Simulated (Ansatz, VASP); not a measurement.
## Two plane-wave programs on CdTe5

```
Cd Te
1.0
     8.07270    0.00000    0.00000
    -4.03635    6.99116    0.00000
     0.00000    0.00000    4.09483
Cd Te
1 5
Direct
  0.00000 0.00000 0.50000
  0.50000 0.00000 0.50000
  0.00000 0.50000 0.50000
  0.50000 0.50000 0.50000
  0.33333 0.66667 0.00000
  0.66667 0.33333 0.00000
```

Alike in both runs: task relaxation of cell and atoms; functional PBE; k mesh 6 × 6 × 10; occupations gaussian, width 0.1 eV; no spin polarisation.

|  | VASP | Ansatz |
| --- | --- | --- |
| version | VASP 6.6.1 | Ansatz 0.2.0 |
| potentials or method | VASP PAW PBE potentials, release 64 (Cd, Te), cutoff 600 eV | scalar-relativistic, plane waves, PAW |
| valence electrons in the cell | 42 | 100 |

```tsv
	VASP	Ansatz	Ansatz less VASP
gap on the k mesh at the Fermi level, each at its own relaxed structure (eV)	none	none	-
relaxed volume (Å³/atom)	38.67	38.63	-0.041
relaxed cell length with the largest relative difference (Å)	4.077	4.095	+0.0177
```

A gap of «none» marks a metal or a gap that the smearing closes. VASP's potentials hold 42 valence electrons a cell and Ansatz's 100, so a difference there can come from the potentials and not from the codes.

Neither program's run includes spin-orbit coupling.
